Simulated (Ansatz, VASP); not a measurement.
**Fe: VASP beside Ansatz**

File INCAR:

```
SYSTEM = Fe
ALGO     = Normal         ! electronic algorithm
EDIFF    = 1E-7           ! SCF threshold, eV
ENCUT    = 520            ! plane-wave cutoff, eV
GGA      = PE             ! functional
ISIF     = 2              ! what is computed and relaxed
ISMEAR   = 0              ! smearing method
ISPIN    = 2              ! spin polarisation
LASPH    = .True.         ! aspherical terms in the spheres
LCHARG   = .False.        ! write CHGCAR
LMAXMIX  = 4              ! l up to which the mixer works
LORBIT   = 11             ! projections on sites
LREAL    = .False.        ! projectors in reciprocal space
LWAVE    = .False.        ! write WAVECAR
MAGMOM   = 2.44 2.44      ! initial moments
NBANDS   = 19             ! bands
NELM     = 150            ! most SCF steps
PREC     = Accurate       ! precision mode
SIGMA    = 0.1            ! smearing width, eV
```

Contents of KPOINTS:

```
k-points
0
Gamma
  14 14 14
  0 0 0
```

The input POSCAR:

```
Fe
1.0
    2.8741616140      0.0000000000      0.0000000000
    0.0000000000      2.8741616140      0.0000000000
    0.0000000000      0.0000000000      2.8741616140
Fe
2
Direct
    0.0000000000      0.0000000000      0.0000000000
    0.5000000000      0.5000000000      0.5000000000
```

Input for Ansatz:

```yaml
crystal:
  lattice:
    - [2.874161614, 0.0, 0.0]
    - [0.0, 2.874161614, 0.0]
    - [0.0, 0.0, 2.874161614]
  atoms:
    - { symbol: Fe, position: [0.0, 0.0, 0.0], spin: 2.44 }
    - { symbol: Fe, position: [0.5, 0.5, 0.5], spin: 2.44 }
basis:
  ecutwfc: 420
kpoints:
  mp_grid: { grid: [14, 14, 14] }
hamiltonian:
  xc: pbe
scf:
  occupations: { method: gaussian, width: 0.1 }
output:
  forces: true
  stress: true
  eigenvalues: true
  populations: true
magnetization:
  spin_polarized: true
```

Change from the starting cell: equal strain along all axes, cell held, atoms relaxed: +1.5 %.

Alike in both runs: task single point; functional PBE; k mesh 14 × 14 × 14; occupations gaussian, width 0.1 eV; collinear spin.

```csv
,VASP,Ansatz
version,VASP 6.6.1,Ansatz 0.2.0
potentials or method,"VASP PAW PBE potentials, release 64 (Fe), cutoff 520 eV","scalar-relativistic, plane waves, PAW"
valence electrons in the cell,16,32
```

|  | VASP | Ansatz | Ansatz less VASP |
| --- | --- | --- | --- |
| gap on the k mesh at the Fermi level (eV) | none | none | - |
| pressure (GPa) | -7.7 | -7.8 | -0.10 |
| net moment per atom (μB) | 2.26 | 2.24 | -0.021 |
| size of the moment on the site where the two differ most (μB) | 2.27 | 2.29 | +0.028 |

Site moments also hang on the region over which each program counts them. A gap of «none» marks a metal or a gap that the smearing closes. VASP's potentials hold 16 valence electrons a cell and Ansatz's 32, so a difference there can come from the potentials and not from the codes.
